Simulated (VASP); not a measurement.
# Hg (Fm-3m) in VASP: settings compared

Aim: see how the results for Hg move with the level of theory and the settings. Levels: PBE+D3(BJ), PBE, r2SCAN+rVV10, r2SCAN. Tasks: single point.

All numbers are computed with VASP 6.6.1; they aren't measurements. Logs are shortened: lines on timing, memory, paths and dates and some standing lists are left out, and cuts for length are marked.

### 1 The cell of the first run

It takes space group Fm-3m (No. 225, cubic). Conventional cell: a = 4.748 Å, b = 4.748 Å, c = 4.748 Å, α = 90.00°, β = 90.00°, γ = 90.00°. Within 4.4 Å of Hg (site symmetry m-3m) lie 12 Hg at 3.36 Å.

### 2 Single point, PBE+D3(BJ)

INCAR reads:

```
PREC = Accurate
ENCUT = 520
EDIFF = 1E-6
ISMEAR = -1
SIGMA = 0.02
LREAL = F
LASPH = T
NELM = 80
ALGO = Normal
ISIF = 2
LWAVE = F
LCHARG = T
GGA = PE
IVDW = 12
LELF = T
LVHAR = T
NBANDS = 12
```

KPOINTS reads:

```
regular mesh
0
Gamma
  8 8 8
```

POSCAR reads:

```
Hg
1.0
    0.0000000000      2.3739226572      2.3739226572
    2.3739226572      0.0000000000      2.3739226572
    2.3739226572      2.3739226572      0.0000000000
Hg
1
Direct
    0.0000000000      0.0000000000      0.0000000000
```

Potentials or basis: VASP PAW PBE potentials, release 64 (Hg).

The run is started by

```console
cat potpaw_PBE.64/Hg/POTCAR > POTCAR
mpirun -np 1 vasp_std > vasp.out
```

OUTCAR:

```text
PREC = Accurate
   ENCUT = 520
   EDIFF = 1E-6
   ISMEAR = -1
   LREAL = F
   LASPH = T
   NELM = 80
   ISIF = 2
   GGA = PE
   IVDW = 12
 IVDW          = 12

 ion  position               nearest neighbor table
   1  0.000  0.000  0.000-

  LATTYP: Found a face centered cubic cell.
 ALAT       =     4.7478453144

  Lattice vectors:

 A1 = (   0.0000000000,   2.3739226572,   2.3739226572)
 A2 = (   2.3739226572,   0.0000000000,   2.3739226572)
 A3 = (   2.3739226572,   2.3739226572,   0.0000000000)

Analysis of symmetry for initial positions (statically):
=====================================================================
 Subroutine PRICEL returns:
 Original cell was already a primitive cell.

 Routine SETGRP: Setting up the symmetry group for a
 face centered cubic supercell.

 Subroutine GETGRP returns: Found 48 space group operations
 (whereof 48 operations were pure point group operations)
 out of a pool of 48 trial point group operations.

The static configuration has the point symmetry O_h .

Analysis of symmetry for dynamics (positions and initial velocities):
=====================================================================
 Subroutine PRICEL returns:
 Original cell was already a primitive cell.

 Routine SETGRP: Setting up the symmetry group for a
 face centered cubic supercell.

 Subroutine GETGRP returns: Found 48 space group operations
 (whereof 48 operations were pure point group operations)
 out of a pool of 48 trial point group operations.

The dynamic configuration has the point symmetry O_h .

 Subroutine INISYM returns: Found 48 space group operations
 (whereof 48 operations are pure point group operations),
 and found     1 'primitive' translations

----------------------------------------------------------------------------------------

                                     Primitive cell

  volume of cell :      26.7565

  direct lattice vectors                    reciprocal lattice vectors
     0.000000000  2.373922657  2.373922657    -0.210621858  0.210621858  0.210621858
     2.373922657  0.000000000  2.373922657     0.210621858 -0.210621858  0.210621858
     2.373922657  2.373922657  0.000000000     0.210621858  0.210621858 -0.210621858

  length of vectors
     3.357233618  3.357233618  3.357233618     0.364807759  0.364807759  0.364807759

  position of ions in fractional coordinates (direct lattice)
     0.000000000  0.000000000  0.000000000

  ion indices of the primitive-cell ions
   primitive index   ion index
                 1           1

----------------------------------------------------------------------------------------

 KPOINTS: regular mesh

Automatic generation of k-mesh.
 Grid dimensions read from file:
 generate k-points for:    8    8    8

 Generating k-lattice:

  Cartesian coordinates                     Fractional coordinates (reciprocal lattice)
    -0.026327732  0.026327732  0.026327732     0.125000000  0.000000000  0.000000000
     0.026327732 -0.026327732  0.026327732     0.000000000  0.125000000  0.000000000
     0.026327732  0.026327732 -0.026327732     0.000000000  0.000000000  0.125000000

  Length of vectors
     0.045600970  0.045600970  0.045600970

  Shift w.r.t. Gamma in fractional coordinates (k-lattice)
     0.000000000  0.000000000  0.000000000

 Subroutine IBZKPT returns following result:
 ===========================================

 Found     29 irreducible k-points:

 Following reciprocal coordinates:
            Coordinates               Weight
  0.000000  0.000000  0.000000      1.000000
  0.125000  0.000000  0.000000      8.000000
  0.250000  0.000000  0.000000      8.000000
  0.375000  0.000000  0.000000      8.000000
  0.500000  0.000000  0.000000      4.000000
  0.125000  0.125000  0.000000      6.000000
[... 16 lines left out ...]
  0.500000  0.250000  0.125000     48.000000
 -0.375000  0.250000  0.125000     24.000000
 [... further k-points ...]
   k-points           NKPTS =     29   k-points in BZ     NKDIM =     29   number of bands    NBANDS=     12
   number of dos      NEDOS =    301   number of ions     NIONS =      1
   total plane-waves  NPLWV =  21952
   dimension x,y,z NGX =    28 NGY =   28 NGZ =   28
   dimension x,y,z NGXF=    56 NGYF=   56 NGZF=   56
   ions per type =               1
   NGX,Y,Z   is equivalent  to a cutoff of  13.87, 13.87, 13.87 a.u.
   NGXF,Y,Z  is equivalent  to a cutoff of  27.73, 27.73, 27.73 a.u.
 SYSTEM =  unknown system
   PREC   = accura    normal or accurate (medium, high low for compatibility)
   ISTART =      0    job   : 0-new  1-cont  2-samecut
   ICHARG =      2    charge: 1-file 2-atom 10-const
   ISPIN  =      1    spin polarized calculation?
   LNONCOLLINEAR =      F non collinear calculations
   LSORBIT =      F    spin-orbit coupling
   LASPH  =      T    aspherical Exc in radial PAW
   ENCUT  =  520.0 eV  38.22 Ry    6.18 a.u.   6.24  6.24  6.24*2*pi/ulx,y,z
   NELM   =     80;   NELMIN=  2; NELMDL= -5     # of ELM steps
   EDIFF  = 0.1E-05   stopping-criterion for ELM
   LREAL  =      F    real-space projection
   EDIFFG = 0.1E-04   stopping-criterion for IOM
   NSW    =      0    number of steps for IOM
   IBRION =     -1    ionic relax: 0-MD 1-quasi-New 2-CG
   NFREE  =      0    steps in history (QN), initial steepest desc. (CG)
   ISIF   =      2    stress and relaxation
   ISYM   =      2    0-nonsym 1-usesym 2-fastsym
   POTIM  = 0.5000    time-step for ionic-motion
   TEBEG  =    0.0;   TEEND  =   0.0 temperature during run
   PSTRESS=    0.0 pullay stress
   NELECT =      12.0000    total number of electrons
   NUPDOWN=      -1.0000    fix difference up-down
   EMIN   =  10.00;   EMAX   =-10.00  energy-range for DOS
   EFERMI =   0.00;   METHOD = LEGACY
   ISMEAR =    -1;   SIGMA  =   0.02  broadening in eV -4-tet -1-fermi 0-gaus
   EFERMI_NEDOS =   21; number of points for ismear=-14 and -15
   IALGO  =     38    algorithm
   IMIX   =      4    mixing-type and parameters
     AMIX     =   0.40;   BMIX     =  1.00
     AMIX_MAG =   1.60;   BMIX_MAG =  1.00
  volume/ion in A,a.u.               =      26.76       180.56
  Fermi-wavevector in a.u.,A,eV,Ry     =   1.253118  2.368050 21.365297  1.570305
  Thomas-Fermi vector in A             =   2.386986
   LORBIT       =      0    0 simple, 1 ext, 2 COOP (PROOUT), +10 PAW based schemes
   GGA     = PE    functional components
   LHFCALC =     F    Hartree Fock is set to
   AEXX    =    0.0000 exact exchange contribution
   IVDW    =    12    specifies the selected vdW correction
   LEPSILON=     F    determine dielectric tensor
   LRPA    =     F    only Hartree local field effects (RPA)
 non-spin polarized calculation
  energy-cutoff  :      520.00
  volume of cell :       26.76
 maximum number of plane-waves:       736
 NGX is ok and might be reduce to    28
   NGX = 13   NGY = 13   NGZ = 13

 number of electron      11.9999998 magnetization

 Free energy of the ion-electron system (eV)
  ---------------------------------------------------
  ext. energy  EPLUGINS =         0.00000000
  ---------------------------------------------------
  free energy    TOTEN  =        -0.14387648 eV

  energy without entropy =       -0.14309702  energy(sigma->0) =       -0.14348675

 E-fermi :   1.7995     XC(G=0): -10.1622

 val. band max:        1.7701422651   @ k =  -0.3750   0.5000   0.1250
 cond. band min:       1.8082854427   @ k =   0.5000   0.5000   0.0000
 fundamental gap:      0.0381431776
 Fermi energy:         1.7994689301

 k-point     1 :       0.0000    0.0000    0.0000
  band No.  band energies     occupation
      1      -6.2484      2.00000
      2      -4.8006      2.00000
      3      -4.8006      2.00000
      4      -4.8006      2.00000
      5      -4.3104      2.00000
      6      -4.3104      2.00000
      7      15.1327      0.00000
      8      15.4524      0.00000
      9      15.4524      0.00000
     10      15.4524      0.00000
     11      19.4075      0.00000
     12      20.3459      0.00000

 k-point     2 :       0.1250    0.0000    0.0000
  band No.  band energies     occupation
      1      -5.9061      2.00000
      2      -4.8132      2.00000
      3      -4.7389      2.00000
      4      -4.7389      2.00000
      5      -4.3199      2.00000
      6      -4.3199      2.00000
      7      12.2334      0.00000
      8      15.1634      0.00000
      9      15.1634      0.00000
     10      15.2624      0.00000
     11      19.2405      0.00000
     12      20.5044      0.00000

 k-point     3 :       0.2500    0.0000    0.0000
  band No.  band energies     occupation
      1      -5.4178      2.00000
      2      -4.6953      2.00000
      3      -4.6953      2.00000
      4      -4.2683      2.00000
      5      -4.2250      2.00000
      6      -4.2250      2.00000
      7       7.8474      0.00000
      8      14.4225      0.00000
      9      14.4225      0.00000
     10      15.1624      0.00000
     11      18.3927      0.00000
     12      19.4698      0.00000
[... 286 lines left out ...]
 k-point    23 :       0.5000    0.2500    0.1250
  band No.  band energies     occupation
      1      -5.1176      2.00000
      2      -4.8685      2.00000
      3      -4.6294      2.00000
      4      -4.3516      2.00000
      5      -4.0103      2.00000
      6      -1.4006      2.00000
      7       4.6688      0.00000
      8       8.5232      0.00000
      9      10.9294      0.00000
     10      15.5340      0.00000
     11      18.5085      0.00000
     12      20.0362      0.00000

 k-point    24 :      -0.3750    0.2500    0.1250
  band No.  band energies     occupation
      1      -5.1484      2.00000
      2      -4.9376      2.00000
      3      -4.4705      2.00000
      4      -4.3986      2.00000
      5      -3.9245      2.00000
      6       0.4200      2.00000
      7       2.2058      0.00000
      8       8.5373      0.00000
      9      10.1367      0.00000
     10      15.3273      0.00000
     11      18.6581      0.00000
     12      22.7355      0.00000

 [... further k-points ...]

------------------------ aborting loop because EDIFF is reached ----------------------------------------

 Edisp (eV)   -0.39142

 E8    (eV) :    -0.1777

  FORCE on cell =-STRESS in cart. coord.  units (eV):
  Direction    XX          YY          ZZ          XY          YZ          ZX
  --------------------------------------------------------------------------------------
  -------------------------------------------------------------------------------------
  Total       0.02511     0.02511     0.02511     0.00000     0.00000     0.00000
  in kB       1.50363     1.50363     1.50363     0.00000     0.00000     0.00000
  external pressure =        1.50 kB  Pullay stress =        0.00 kB

 VOLUME and BASIS-vectors are now :
 -----------------------------------------------------------------------------
  energy-cutoff  :      520.00
  volume of cell :       26.76
      direct lattice vectors                 reciprocal lattice vectors
     0.000000000  2.373922657  2.373922657    -0.210621858  0.210621858  0.210621858
     2.373922657  0.000000000  2.373922657     0.210621858 -0.210621858  0.210621858
     2.373922657  2.373922657  0.000000000     0.210621858  0.210621858 -0.210621858

 POSITION                                       TOTAL-FORCE (eV/Angst)
 -----------------------------------------------------------------------------------
      0.00000      0.00000      0.00000         0.000000      0.000000      0.000000
 -----------------------------------------------------------------------------------
    total drift:                               -0.000000     -0.000000     -0.000000

  FREE ENERGIE OF THE ION-ELECTRON SYSTEM (eV)
  ---------------------------------------------------
  free  energy   TOTEN  =        -0.5352937278 eV

  energy  without entropy=       -0.5345142672  energy(sigma->0) =       -0.53490400
```

Wall time 4.8 s (1 thread of Intel Xeon 6975P-C (Granite Rapids), shared host); peak memory 0.16 GiB.

Results:

* Free energy: -0.5353 eV
* Pressure: 0.2 GPa
* Band gap on the k mesh: zero (band 6 reaches 1.81 eV, above the bottom of band 7 at 0.75 eV)
* Dispersion energy per atom: -0.391 eV

Levels at points of the mesh, in eV from the Fermi level:
```csv
k point,band 2,band 3,band 4,band 5,band 6,band 7,band 8,band 9,band 10,band 11
"(0.00, 0.00, 0.00)",-6.60,-6.60,-6.60,-6.11,-6.11,13.33,13.65,13.65,13.65,17.61
"(0.50, 0.00, 0.00)",-6.60,-6.60,-5.69,-5.69,-1.82,-1.05,11.46,11.46,12.62,16.43
"(0.50, 0.50, 0.00)",-7.26,-5.72,-5.58,-5.58,0.01,0.20,6.66,6.66,10.60,12.19
```

Caveat: spin-orbit coupling is left out, which moves the levels of the heavy elements; pairwise dispersion overbinds metals, which lowers pressure and volume.

### 3 Single point, PBE

This run uses another cell than the first one, of 26.16 Å³/atom, 0.978 times its volume.

INCAR reads:

```
  PREC = Accurate
  ENCUT = 520
  EDIFF = 1E-7
  ISMEAR = -1
  SIGMA = 0.02
  LREAL = False
  LASPH = True
  NELM = 60
  ALGO = Normal
  ISIF = 2
  LWAVE = False
  LCHARG = True
  GGA = PE
  LELF = True
  LVHAR = True
  NBANDS = 12
```

KPOINTS reads:

```
Automatic mesh
0
Gamma
  10 10 10
```

POSCAR reads:

```
Hg
1.0
    0.0000000000      2.3562564068      2.3562564068
    2.3562564068      0.0000000000      2.3562564068
    2.3562564068      2.3562564068      0.0000000000
Hg
1
Direct
    0.0000000000      0.0000000000      0.0000000000
```

Potentials or basis: VASP PAW PBE potentials, release 64 (Hg).

The run is started by

```console
cat potpaw_PBE.64/Hg/POTCAR > POTCAR
mpirun -np 1 vasp_std > vasp.out
```

Wall time 7 s (1 thread of Intel Xeon 6975P-C (Granite Rapids), shared host); peak memory 0.16 GiB.

It converged, with:

```
Free energy            : -0.1434 eV
Pressure               : 1.1 GPa
Band gap on the k mesh : zero (band 6 reaches 2.03 eV, above the bottom of band 7 at 0.80 eV)
```

Levels at points of the mesh, in eV from the Fermi level:
| k point | band 3 | band 4 | band 5 | band 6 | band 7 | band 8 | band 9 | band 10 |
| --- | --- | --- | --- | --- | --- | --- | --- | --- |
| (0.00, 0.00, 0.00) | -6.55 | -6.55 | -6.03 | -6.03 | 13.52 | 13.99 | 13.99 | 13.99 |
| (0.50, 0.00, 0.00) | -6.54 | -5.60 | -5.60 | -1.65 | -1.00 | 11.78 | 11.78 | 12.80 |
| (0.50, 0.50, 0.00) | -5.63 | -5.48 | -5.48 | 0.22 | 0.27 | 6.86 | 6.86 | 10.87 |

Caveat: spin-orbit coupling is left out, which moves the levels of the heavy elements.

### 4 Single point, r2SCAN+rVV10

This run uses another cell than the first one, of 26.16 Å³/atom, 0.978 times its volume.

POSCAR is that of step 3.

INCAR.step1 reads:

```
SYSTEM = Hg
PREC = Accurate
ENCUT = 520
ISMEAR = -1
SIGMA = 0.02
LREAL = .False.
LASPH = .True.
NELM = 60
NBANDS = 12
GGA = PE
ALGO = Normal
EDIFF = 1E-4
LWAVE = .True.
LCHARG = .False.
```

INCAR.step2 reads:

```
SYSTEM = Hg
PREC = Accurate
ENCUT = 520
EDIFF = 1E-7
ISMEAR = -1
SIGMA = 0.02
LREAL = .False.
LASPH = .True.
NELM = 60
ALGO = Normal
ISIF = 2
LWAVE = .False.
LCHARG = .True.
METAGGA = R2SCAN
LMIXTAU = .True.
LUSE_VDW = .True.
IVDW_NL = 2
BPARAM = 11.95
CPARAM = 0.0093
LELF = .True.
LVHAR = .True.
NBANDS = 12
ISTART = 1
```

KPOINTS reads:

```
Automatic mesh
0
Gamma
  8 8 8
  0 0 0
```

The run is started by

```console
cat potpaw_PBE.64/Hg/POTCAR > POTCAR
cp INCAR.step1 INCAR
mpirun -np 1 vasp_std > vasp.out
cp INCAR.step2 INCAR
mpirun -np 1 vasp_std > vasp.out
```

Run time: 47 s. Hardware: 1 thread of Intel Xeon 6975P-C (Granite Rapids), shared host; peak memory 0.25 GiB.

Results (log left out):

```
Free energy            : -49.0395 eV
Pressure               : 0.6 GPa
Band gap on the k mesh : zero (band 6 reaches 1.87 eV, above the bottom of band 7 at 0.79 eV)
```

Levels at points of the mesh, in eV from the Fermi level:
```csv
k point,band 4,band 5,band 6,band 7,band 8,band 9
"(0.00, 0.00, 0.00)",-7.05,-6.53,-6.53,14.08,14.29,14.29
"(0.50, 0.00, 0.00)",-6.08,-6.08,-1.91,-1.06,12.02,12.02
"(0.50, 0.50, 0.00)",-5.96,-5.96,0.01,0.24,6.97,6.97
```

Caveat: the PAW data sets were made with another functional, which shifts forces and pressure a little; spin-orbit coupling is left out, which moves the levels of the heavy elements.

### 5 Single point, r2SCAN

This run uses another cell than the first one, of 26.16 Å³/atom, 0.978 times its volume.

POSCAR is that of step 4.

INCAR.step1 reads:

```
PREC = Accurate
ENCUT = 520
ISMEAR = -1
SIGMA = 0.02
LREAL = F
LASPH = T
NELM = 60
NBANDS = 12
GGA = PE
ALGO = Normal
EDIFF = 1E-4
LWAVE = T
LCHARG = F
```

INCAR.step2 reads:

```
PREC = Accurate
ENCUT = 520
EDIFF = 1E-6
ISMEAR = -1
SIGMA = 0.02
LREAL = F
LASPH = T
NELM = 60
ALGO = Normal
ISIF = 2
LWAVE = F
LCHARG = F
METAGGA = R2SCAN
LMIXTAU = T
NBANDS = 12
ISTART = 1
```

KPOINTS reads:

```
Automatic mesh
0
Gamma
  10 10 10
```

The run is started by

```console
cat potpaw_PBE.64/Hg/POTCAR > POTCAR
cp INCAR.step1 INCAR
mpirun -np 1 vasp_std > vasp.out
cp INCAR.step2 INCAR
mpirun -np 1 vasp_std > vasp.out
```

It took 30 s on 1 thread of Intel Xeon 6975P-C (Granite Rapids), shared host; peak memory 0.17 GiB.

The run converged. Its results:

```
Free energy            : -49.3357 eV
Pressure               : 0.6 GPa
Band gap on the k mesh : zero (band 6 reaches 1.87 eV, above the bottom of band 7 at 0.83 eV)
```

Levels at points of the mesh, in eV from the Fermi level:
```csv
k point,band 3,band 4,band 5,band 6,band 7,band 8,band 9,band 10
"(0.00, 0.00, 0.00)",-6.96,-6.96,-6.44,-6.44,14.23,14.43,14.43,14.43
"(0.50, 0.00, 0.00)",-6.95,-5.99,-5.99,-1.80,-0.91,12.16,12.16,13.42
"(0.50, 0.50, 0.00)",-6.02,-5.87,-5.87,0.13,0.39,7.12,7.12,11.32
```

Caveat: the PAW data sets were made with another functional, which shifts forces and pressure a little; spin-orbit coupling is left out, which moves the levels of the heavy elements.

### 6 Overview

| level | cell | k mesh | gap on the mesh (eV) | pressure (GPa) |
| --- | --- | --- | --- | --- |
| PBE+D3(BJ) | a = 3.357 Å, angles 60.0°, 1 atom | 8 × 8 × 8 | none | 0.2 |
| PBE | a = 3.332 Å, angles 60.0°, 1 atom | 10 × 10 × 10 | none | 1.1 |
| r2SCAN+rVV10 | a = 3.332 Å, angles 60.0°, 1 atom | 8 × 8 × 8 | none | 0.6 |
| r2SCAN | a = 3.332 Å, angles 60.0°, 1 atom | 10 × 10 × 10 | none | 0.6 |

Alike in all rows: task single point; potentials or basis VASP PAW PBE potentials, release 64 (Hg); no spin polarisation; cutoff (eV) 520; smearing fermi-dirac 0.02 eV.

Caveats: spin-orbit coupling is left out, which moves the levels of the heavy elements; the PAW data sets were made with another functional, which shifts forces and pressure a little (some runs); pairwise dispersion overbinds metals, which lowers pressure and volume (some runs).

Total energies depend on the potentials used, so only differences within one code and one set of settings carry meaning.
